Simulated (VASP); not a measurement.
Li, 16 atoms in the cell. The typed cell holds 16 atoms: a = 7.313 Å, b = 7.313 Å, c = 7.313 Å, α = 90.00°, β = 90.00°, γ = 90.00°. 

* Program: VASP 6.6.1
* Task: single point
* Functional: PBE
* Potentials or basis: VASP PAW PBE potentials, release 64 (Li_sv)
* Cutoff: 520 eV
* k mesh: 2 × 2 × 2
* Occupations: fermi-dirac, width 0.11 eV
* Spin: no spin polarisation
* Dipole correction: no
* Further INCAR settings: LREAL = Auto; ALGO = Normal; EDIFF = 1e-06; NBANDS = 38

Potentials or basis: VASP PAW PBE potentials, release 64 (Li_sv).

Launch:

```console
$ cat potpaw_PBE.64/Li_sv/POTCAR > POTCAR
$ mpirun -np 1 vasp_std > vasp.out
```

Hardware: 1 thread of Intel(R) Xeon(R) 6975P-C (Granite Rapids), with other jobs on the host.

Problem. How long does it take, and how much memory?

Solution. Run time: 65 s on 1 thread of Intel(R) Xeon(R) 6975P-C (Granite Rapids) (shared host), peak memory 0.38 GiB. Counts: scf iterations 14, k points 8.
